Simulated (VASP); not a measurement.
# Li2O (Fm-3m) in VASP: a series of runs

Li2O is run at these levels: PBEsol, PBE+D4, PBE+D3(BJ); tasks: relaxation of cell and atoms.

Everything below comes from runs of VASP 6.6.1. Logs are shortened: lines on timing, memory, paths and dates and some standing lists are left out, and cuts for length are marked.

### Step 1. The cell of the first run

The structure is cubic, space group Fm-3m (No. 225). Conventional cell: a = 4.610 Å, b = 4.610 Å, c = 4.610 Å, α = 90.00°, β = 90.00°, γ = 90.00°. Within 2.6 Å of Li (site symmetry -43m) lie 4 O at 2.00 Å and 6 Li at 2.30 to 2.31 Å. O (site symmetry m-3m) has 8 Li at 2.00 Å within 2.6 Å.

### Step 2. Relaxation of cell and atoms, PBEsol

The input, INCAR:

```
SYSTEM = Li2O
PREC = Accurate
ENCUT = 750
EDIFF = 1E-7
ISMEAR = 0
SIGMA = 0.01
LREAL = .FALSE.
LASPH = .TRUE.
NELM = 120
ALGO = Normal
ISIF = 3
LWAVE = .FALSE.
LCHARG = .FALSE.
GGA = PS
IBRION = 2
NSW = 80
EDIFFG = -0.01
GGA_COMPAT = .FALSE.
NELMIN = 4
```

The input, KPOINTS:

```
Automatic mesh
0
G
  6 6 6
  0 0 0
```

The input, POSCAR:

```
Li2O
1.0
    0.0000000000      2.3050000000      2.3050000000
    2.3050000000      0.0000000000      2.3050000000
    2.3050000000      2.3050000000      0.0000000000
Li O
2 1
Direct
    0.2500000000      0.2500000000      0.2500000000
    0.7500000000      0.7500000000      0.7500000000
    0.0000000000      0.0000000000      0.0000000000
```

Potentials or basis: VASP PAW PBE potentials, release 64 (Li_sv, O).

The run is started by

```bash
$ cat potpaw_PBE.64/Li_sv/POTCAR potpaw_PBE.64/O/POTCAR > POTCAR
$ mpirun -np 1 vasp_std > vasp.out
```

OUTCAR:

```text
SYSTEM = Li2O
   PREC = Accurate
   ENCUT = 750
   EDIFF = 1E-7
   ISMEAR = 0
   LREAL = .FALSE.
   LASPH = .TRUE.
   NELM = 120
   ISIF = 3
   GGA = PS
   IBRION = 2
   NSW = 80
   EDIFFG = -0.01
   NELMIN = 4

 ion  position               nearest neighbor table
   1  0.250  0.250  0.250-   3 2.00   3 2.00   3 2.00   3 2.00   2 2.31   2 2.31   2 2.31   2 2.31
                             2 2.31   2 2.31
   2  0.750  0.750  0.750-   3 2.00   3 2.00   3 2.00   3 2.00   1 2.31   1 2.31   1 2.31   1 2.31
                             1 2.31   1 2.31
   3  0.000  0.000  0.000-   1 2.00   2 2.00   2 2.00   2 2.00   2 2.00   1 2.00   1 2.00   1 2.00

  LATTYP: Found a face centered cubic cell.
 ALAT       =     4.6100000000

  Lattice vectors:

 A1 = (   0.0000000000,   2.3050000000,   2.3050000000)
 A2 = (   2.3050000000,   0.0000000000,   2.3050000000)
 A3 = (   2.3050000000,   2.3050000000,   0.0000000000)

Analysis of symmetry for initial positions (statically):
=====================================================================
 Subroutine PRICEL returns:
 Original cell was already a primitive cell.

 Routine SETGRP: Setting up the symmetry group for a
 face centered cubic supercell.

 Subroutine GETGRP returns: Found 48 space group operations
 (whereof 48 operations were pure point group operations)
 out of a pool of 48 trial point group operations.

The static configuration has the point symmetry O_h .

Analysis of symmetry for dynamics (positions and initial velocities):
=====================================================================
 Subroutine PRICEL returns:
 Original cell was already a primitive cell.

 Routine SETGRP: Setting up the symmetry group for a
 face centered cubic supercell.

 Subroutine GETGRP returns: Found 48 space group operations
 (whereof 48 operations were pure point group operations)
 out of a pool of 48 trial point group operations.

The dynamic configuration has the point symmetry O_h .

 Subroutine INISYM returns: Found 48 space group operations
 (whereof 48 operations are pure point group operations),
 and found     1 'primitive' translations

----------------------------------------------------------------------------------------

                                     Primitive cell

  volume of cell :      24.4930

  direct lattice vectors                    reciprocal lattice vectors
     0.000000000  2.305000000  2.305000000    -0.216919740  0.216919740  0.216919740
     2.305000000  0.000000000  2.305000000     0.216919740 -0.216919740  0.216919740
     2.305000000  2.305000000  0.000000000     0.216919740  0.216919740 -0.216919740

  length of vectors
     3.259762261  3.259762261  3.259762261     0.375716010  0.375716010  0.375716010

  position of ions in fractional coordinates (direct lattice)
     0.250000000  0.250000000  0.250000000
     0.750000000  0.750000000  0.750000000
     0.000000000  0.000000000  0.000000000

  ion indices of the primitive-cell ions
   primitive index   ion index
                 1           1
                 2           2
                 3           3

----------------------------------------------------------------------------------------

 KPOINTS: Automatic mesh

Automatic generation of k-mesh.
 Grid dimensions read from file:
 generate k-points for:    6    6    6

 Generating k-lattice:

  Cartesian coordinates                     Fractional coordinates (reciprocal lattice)
    -0.036153290  0.036153290  0.036153290     0.166666667  0.000000000  0.000000000
     0.036153290 -0.036153290  0.036153290     0.000000000  0.166666667  0.000000000
     0.036153290  0.036153290 -0.036153290     0.000000000  0.000000000  0.166666667

  Length of vectors
     0.062619335  0.062619335  0.062619335

  Shift w.r.t. Gamma in fractional coordinates (k-lattice)
     0.000000000  0.000000000  0.000000000

 Subroutine IBZKPT returns following result:
 ===========================================

 Found     16 irreducible k-points:

 Following reciprocal coordinates:
            Coordinates               Weight
  0.000000  0.000000  0.000000      1.000000
  0.166667  0.000000  0.000000      8.000000
  0.333333  0.000000  0.000000      8.000000
  0.500000  0.000000  0.000000      4.000000
  0.166667  0.166667  0.000000      6.000000
  0.333333  0.166667  0.000000     24.000000
[... 8 lines left out ...]
 -0.333333  0.333333  0.166667     24.000000
 -0.333333  0.500000  0.166667     12.000000
   k-points           NKPTS =     16   k-points in BZ     NKDIM =     16   number of bands    NBANDS=     10
   number of dos      NEDOS =    301   number of ions     NIONS =      3
   total plane-waves  NPLWV =  27000
   dimension x,y,z NGX =    30 NGY =   30 NGZ =   30
   dimension x,y,z NGXF=    60 NGYF=   60 NGZF=   60
   ions per type =               2   1
   NGX,Y,Z   is equivalent  to a cutoff of  15.30, 15.30, 15.30 a.u.
   NGXF,Y,Z  is equivalent  to a cutoff of  30.60, 30.60, 30.60 a.u.
 SYSTEM =  Li2O
   PREC   = accura    normal or accurate (medium, high low for compatibility)
   ISTART =      0    job   : 0-new  1-cont  2-samecut
   ICHARG =      2    charge: 1-file 2-atom 10-const
   ISPIN  =      1    spin polarized calculation?
   LNONCOLLINEAR =      F non collinear calculations
   LSORBIT =      F    spin-orbit coupling
   LASPH  =      T    aspherical Exc in radial PAW
   ENCUT  =  750.0 eV  55.12 Ry    7.42 a.u.   7.28  7.28  7.28*2*pi/ulx,y,z
   NELM   =    120;   NELMIN=  4; NELMDL= -5     # of ELM steps
   EDIFF  = 0.1E-06   stopping-criterion for ELM
   LREAL  =      F    real-space projection
   EDIFFG = -.1E-01   stopping-criterion for IOM
   NSW    =     80    number of steps for IOM
   IBRION =      2    ionic relax: 0-MD 1-quasi-New 2-CG
   NFREE  =      1    steps in history (QN), initial steepest desc. (CG)
   ISIF   =      3    stress and relaxation
   ISYM   =      2    0-nonsym 1-usesym 2-fastsym
   POTIM  = 0.5000    time-step for ionic-motion
   TEBEG  =    0.0;   TEEND  =   0.0 temperature during run
   PSTRESS=    0.0 pullay stress
   NELECT =      12.0000    total number of electrons
   NUPDOWN=      -1.0000    fix difference up-down
   EMIN   =  10.00;   EMAX   =-10.00  energy-range for DOS
   EFERMI =   0.00;   METHOD = LEGACY
   ISMEAR =     0;   SIGMA  =   0.01  broadening in eV -4-tet -1-fermi 0-gaus
   EFERMI_NEDOS =   21; number of points for ismear=-14 and -15
   IALGO  =     38    algorithm
   IMIX   =      4    mixing-type and parameters
     AMIX     =   0.40;   BMIX     =  1.00
     AMIX_MAG =   1.60;   BMIX_MAG =  1.00
  volume/ion in A,a.u.               =       8.16        55.10
  Fermi-wavevector in a.u.,A,eV,Ry     =   1.290588  2.438858 22.662103  1.665618
  Thomas-Fermi vector in A             =   2.422410
   LORBIT       =      0    0 simple, 1 ext, 2 COOP (PROOUT), +10 PAW based schemes
   GGA     = PS    functional components
   LHFCALC =     F    Hartree Fock is set to
   AEXX    =    0.0000 exact exchange contribution
   IVDW    =     0    specifies the selected vdW correction
   LEPSILON=     F    determine dielectric tensor
   LRPA    =     F    only Hartree local field effects (RPA)
 conjugate gradient relaxation of ions
 non-spin polarized calculation
 Gauss-broadening in eV      SIGMA  =   0.01
  energy-cutoff  :      750.00
  volume of cell :       24.49
 maximum number of plane-waves:      1158
 NGX is ok and might be reduce to    30
   NGX = 15   NGY = 15   NGZ = 15

--------------------------------------- Ionic step        1  -------------------------------------------

 number of electron      12.0000001 magnetization

 Free energy of the ion-electron system (eV)
  ---------------------------------------------------
  ext. energy  EPLUGINS =         0.00000000
  ---------------------------------------------------
  free energy    TOTEN  =       -14.75573808 eV

  energy without entropy =      -14.75573808  energy(sigma->0) =      -14.75573808

------------------------ aborting loop because EDIFF is reached ----------------------------------------

  FORCE on cell =-STRESS in cart. coord.  units (eV):
  Direction    XX          YY          ZZ          XY          YZ          ZX
  --------------------------------------------------------------------------------------
  -------------------------------------------------------------------------------------
  Total       -0.2389880     -0.2389880     -0.2389880     -0.0000000     -0.0000000      0.0000000
  in kB      -15.6330561    -15.6330561    -15.6330561     -0.0000000     -0.0000000      0.0000000
  external PRESSURE =     -15.6330561 kB  Pullay stress =       0.0000000 kB
[... 22 lines left out ...]
  energy  without entropy=      -14.7557380845  energy(sigma->0) =      -14.75573808

--------------------------------------- Ionic step        2  -------------------------------------------

 number of electron      12.0000002 magnetization

 E-fermi :   1.4938     XC(G=0):  -9.9980

 val. band max:        1.3152588964   @ k =   0.0000   0.0000   0.0000
 cond. band min:       6.1707099554   @ k =   0.5000   0.5000   0.0000
 fundamental gap:      4.8554510590
 Fermi energy:         1.4938488743

 k-point     1 :       0.0000    0.0000    0.0000
  band No.  band energies     occupation
      1     -40.9177      2.00000
      2     -40.5471      2.00000
      3     -14.0676      2.00000
      4       1.3153      2.00000
      5       1.3153      2.00000
      6       1.3153      2.00000
      7       6.6000      0.00000
      8      13.2184      0.00000
      9      13.2184      0.00000
     10      13.2184      0.00000
[... 227 lines left out ...]
  energy  without entropy=      -14.7576375940  energy(sigma->0) =      -14.75763759

--------------------------------------- Ionic step        3  -------------------------------------------

 number of electron      12.0000003 magnetization

 Free energy of the ion-electron system (eV)
  ---------------------------------------------------
  ext. energy  EPLUGINS =         0.00000000
  ---------------------------------------------------
  free energy    TOTEN  =       -14.75795995 eV

  energy without entropy =      -14.75795995  energy(sigma->0) =      -14.75795995

 E-fermi :   1.4473     XC(G=0): -10.0286

 val. band max:        1.3532286943   @ k =   0.0000   0.0000   0.0000
 cond. band min:       6.2215202499   @ k =   0.5000   0.5000   0.0000
 fundamental gap:      4.8682915556
 Fermi energy:         1.4473250390

 k-point     1 :       0.0000    0.0000    0.0000
  band No.  band energies     occupation
      1     -40.8672      2.00000
      2     -40.4883      2.00000
      3     -14.0411      2.00000
      4       1.3532      2.00000
      5       1.3532      2.00000
      6       1.3532      2.00000
      7       6.6905      0.00000
      8      13.2955      0.00000
      9      13.2955      0.00000
     10      13.2955      0.00000
[... 223 lines left out ...]
  FREE ENERGIE OF THE ION-ELECTRON SYSTEM (eV)
  ---------------------------------------------------
  free  energy   TOTEN  =       -14.7579599464 eV

  energy  without entropy=      -14.7579599464  energy(sigma->0) =      -14.75795995

 reached required accuracy - stopping structural energy minimisation
```

Wall time 15 s (1 thread of AMD EPYC 7R43 (Zen 3), shared host); peak memory 0.13 GiB.

Results:

- Free energy: -14.7580 eV
- Relaxed volume: 8.01 Å³/atom
- Relaxed cell: a = 3.240 Å, b = 3.240 Å, c = 3.240 Å, α = 60.00°, β = 60.00°, γ = 60.00°
- Space group after relaxing (to 0.1 Å): Fm-3m (No. 225)
- Energy gained by relaxing: 0.7 meV/atom
- Ionic steps: 3
- Pressure after relaxing: 0.0 GPa
- Band gap on the k mesh: 4.87 eV (least direct gap 5.34 eV)

The path:
| step | energy change (eV) | largest force (eV/Å) | pressure (GPa) | volume (Å³) |
| --- | --- | --- | --- | --- |
| 1 | 0.0000 | 0.0000 | -1.56 | 24.49 |
| 2 | -0.0019 | 0.0000 | -0.60 | 24.21 |
| 3 | -0.0022 | 0.0000 | 0.00 | 24.04 |

Final structure:
```xyz
3
Lattice="0.0000 2.2907 2.2907 2.2907 0.0000 2.2907 2.2907 2.2907 0.0000" Properties=species:S:1:pos:R:3 pbc="T T T"
Li    1.1454    1.1454    1.1454
Li    3.4361    3.4361    3.4361
O     0.0000    0.0000    0.0000
```

Caveat: the PAW data sets were made with another functional, which shifts forces and pressure a little.

### Step 3. Relaxation of cell and atoms, PBE+D4

The input, INCAR:

```
SYSTEM = Li2O
PREC = Accurate
ENCUT = 750
EDIFF = 1E-7
ISMEAR = 0
SIGMA = 0.01
LREAL = .False.
LASPH = .True.
NELM = 120
ALGO = Normal
ISIF = 3
LWAVE = .False.
LCHARG = .False.
GGA = PE
IVDW = 13
IBRION = 2
NSW = 80
EDIFFG = -0.01
GGA_COMPAT = .False.
NELMIN = 4
```

The input, KPOINTS:

```
regular mesh
0
Gamma
  6 6 6
  0 0 0
```

POSCAR is that of step 2.

Potentials or basis: VASP PAW PBE potentials, release 64 (Li_sv, O).

The run is started by

```bash
$ cat potpaw_PBE.64/Li_sv/POTCAR potpaw_PBE.64/O/POTCAR > POTCAR
$ mpirun -np 1 vasp_std > vasp.out
```

OUTCAR:

```text
SYSTEM = Li2O
   PREC = Accurate
   ENCUT = 750
   EDIFF = 1E-7
   ISMEAR = 0
   LREAL = .False.
   LASPH = .True.
   NELM = 120
   ISIF = 3
   GGA = PE
   IVDW = 13
   IBRION = 2
   NSW = 80
   EDIFFG = -0.01
   NELMIN = 4

 ion  position               nearest neighbor table
   1  0.250  0.250  0.250-   3 2.00   3 2.00   3 2.00   3 2.00   2 2.31   2 2.31   2 2.31   2 2.31
                             2 2.31   2 2.31
   2  0.750  0.750  0.750-   3 2.00   3 2.00   3 2.00   3 2.00   1 2.31   1 2.31   1 2.31   1 2.31
                             1 2.31   1 2.31
   3  0.000  0.000  0.000-   1 2.00   2 2.00   2 2.00   2 2.00   2 2.00   1 2.00   1 2.00   1 2.00

  LATTYP: Found a face centered cubic cell.
 ALAT       =     4.6100000000

  Lattice vectors:

 A1 = (   0.0000000000,   2.3050000000,   2.3050000000)
 A2 = (   2.3050000000,   0.0000000000,   2.3050000000)
 A3 = (   2.3050000000,   2.3050000000,   0.0000000000)

Analysis of symmetry for initial positions (statically):
=====================================================================
 Subroutine PRICEL returns:
 Original cell was already a primitive cell.

 Routine SETGRP: Setting up the symmetry group for a
 face centered cubic supercell.

 Subroutine GETGRP returns: Found 48 space group operations
 (whereof 48 operations were pure point group operations)
 out of a pool of 48 trial point group operations.

The static configuration has the point symmetry O_h .

[... 134 lines left out ...]
   LEPSILON=     F    determine dielectric tensor
   LRPA    =     F    only Hartree local field effects (RPA)
 conjugate gradient relaxation of ions
 non-spin polarized calculation
 Gauss-broadening in eV      SIGMA  =   0.01
  energy-cutoff  :      750.00
  volume of cell :       24.49
 maximum number of plane-waves:      1158
 NGX is ok and might be reduce to    30
   NGX = 15   NGY = 15   NGZ = 15

--------------------------------------- Ionic step        1  -------------------------------------------

 number of electron      12.0000001 magnetization

 Free energy of the ion-electron system (eV)
  ---------------------------------------------------
  ext. energy  EPLUGINS =         0.00000000
  ---------------------------------------------------
  free energy    TOTEN  =       -14.35534369 eV

  energy without entropy =      -14.35534369  energy(sigma->0) =      -14.35534369

------------------------ aborting loop because EDIFF is reached ----------------------------------------

  DFT-D4 for vdW energy calculation

  Edisp (eV):   -0.23330
[... 73 lines left out ...]
--------------------------------------- Ionic step        3  -------------------------------------------

 number of electron      12.0000003 magnetization

 Free energy of the ion-electron system (eV)
  ---------------------------------------------------
  ext. energy  EPLUGINS =         0.00000000
  ---------------------------------------------------
  free energy    TOTEN  =       -14.35269843 eV

  energy without entropy =      -14.35269843  energy(sigma->0) =      -14.35269843

 E-fermi :   1.5427     XC(G=0):  -9.8410

 val. band max:        1.4453379594   @ k =   0.0000   0.0000   0.0000
 cond. band min:       6.4650654145   @ k =   0.5000   0.5000   0.0000
 fundamental gap:      5.0197274551
 Fermi energy:         1.5427452316

 k-point     1 :       0.0000    0.0000    0.0000
  band No.  band energies     occupation
      1     -41.4966      2.00000
      2     -41.1442      2.00000
      3     -14.0378      2.00000
      4       1.4453      2.00000
      5       1.4453      2.00000
      6       1.4453      2.00000
      7       6.8670      0.00000
      8      13.5052      0.00000
      9      13.5052      0.00000
     10      13.5052      0.00000
[... 227 lines left out ...]
  FREE ENERGIE OF THE ION-ELECTRON SYSTEM (eV)
  ---------------------------------------------------
  free  energy   TOTEN  =       -14.5900189092 eV

  energy  without entropy=      -14.5900189092  energy(sigma->0) =      -14.59001891

 reached required accuracy - stopping structural energy minimisation
```

CONTCAR:

```text
Li2O
   1.00000000000000
     0.0000000000000000    2.2936529035663913    2.2936529035663913
     2.2936529035663913    0.0000000000000000    2.2936529035663913
     2.2936529035663913    2.2936529035663913    0.0000000000000000
  Li              O
     2     1
Direct
     0.2500000000000000    0.2500000000000000    0.2500000000000000
     0.7500000000000000    0.7500000000000000    0.7500000000000000
     0.0000000000000000    0.0000000000000000    0.0000000000000000

  0.00000000E+00  0.00000000E+00  0.00000000E+00
  0.00000000E+00  0.00000000E+00  0.00000000E+00
  0.00000000E+00  0.00000000E+00  0.00000000E+00
```

It took 20 s on 1 thread of AMD EPYC 7R43 (Zen 3), shared host; peak memory 0.13 GiB.

Results:

| Quantity | Value |
| --- | --- |
| Free energy | -14.5900 eV |
| Relaxed volume | 8.04 Å³/atom |
| Relaxed cell | a = 3.244 Å, b = 3.244 Å, c = 3.244 Å, α = 60.00°, β = 60.00°, γ = 60.00° |
| Space group after relaxing (to 0.1 Å) | Fm-3m (No. 225) |
| Energy gained by relaxing | 0.5 meV/atom |
| Ionic steps | 3 |
| Pressure after relaxing | 0.0 GPa |
| Band gap on the k mesh | 5.02 eV (least direct gap 5.42 eV) |
| Dispersion energy per atom | -0.079 eV |

Step by step:
| step | energy change (eV) | largest force (eV/Å) | pressure (GPa) | volume (Å³) |
| --- | --- | --- | --- | --- |
| 1 | 0.0000 | 0.0000 | -1.24 | 24.49 |
| 2 | -0.0012 | 0.0000 | -0.47 | 24.27 |
| 3 | -0.0014 | 0.0000 | 0.02 | 24.13 |

Final structure:
```yaml
crystal:
  lattice:
    - [0.00000, 2.29365, 2.29365]
    - [2.29365, 0.00000, 2.29365]
    - [2.29365, 2.29365, 0.00000]
  atoms:
    - { symbol: Li, position: [0.25000, 0.25000, 0.25000] }
    - { symbol: Li, position: [0.75000, 0.75000, 0.75000] }
    - { symbol: O, position: [0.00000, 0.00000, 0.00000] }
```

(Part 1 of 2 ends here.)
